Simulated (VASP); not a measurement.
A run of VASP 6.6.1 is set up as follows.

Contents of INCAR:

```
SYSTEM = C
PREC = Accurate
ENCUT = 520
EDIFF = 1E-6
ISMEAR = 0
SIGMA = 0.05
LREAL = .FALSE.
LASPH = .TRUE.
NELM = 80
ALGO = Normal
ISIF = 2
LWAVE = .FALSE.
LCHARG = .FALSE.
GGA = PE
IVDW = 12
NBANDS = 31
```

Contents of KPOINTS:

```
regular mesh
0
G
  7 11 3
  0 0 0
```

The input POSCAR:

```
C
1.0
    0.0000000000      1.4231666446     -3.3613878322
   -2.4649969361      0.0000000000      0.0000000000
    3.4920789928     11.6601904695      0.7479738990
C
10
Direct
   -0.1279249958      0.6941556567      0.7723451695
    0.7134281752      0.6841326841      0.0593877770
    0.7530898824      0.4366384273      0.2376271251
   -0.2072484103      1.1891441704      0.4158664732
   -0.1675867031      0.9416499136      0.5941058214
    0.7262335321      0.2683730590      0.1188515711
   -0.2341047607      1.0208788022      0.2970909192
   -0.1944430534      0.7733845453      0.4753302673
   -0.1547813461      1.5258902885      0.6535696154
   -0.1151196389      1.2783960317      0.8318089635
```

Potentials or basis: VASP PAW PBE potentials, release 64 (C).

Run with:

```bash
$ cat potpaw_PBE.64/C/POTCAR > POTCAR
$ mpirun -np 1 vasp_std > vasp.out
```

Estimate the pressure.

-5.5 GPa.

Predict the largest force.

2.985 eV/Å.

Predict the dispersion energy per atom.

-0.146 eV.

Estimate the band gap on the k mesh.

zero (bands 20 and 21 overlap by 0.12 eV).

Stress tensor (GPa, compression positive):
```
 -3.02   1.84   0.53
  1.84 -11.97  -3.29
  0.53  -3.29  -1.58
```

Caveat: the cell differs from its parent crystal (the part above a cut slid along it); the stress differs along the axes, from -12 to -2 GPa; forces of over 1 eV/Å act on the atoms, so gaps and moduli don't describe the material at rest.
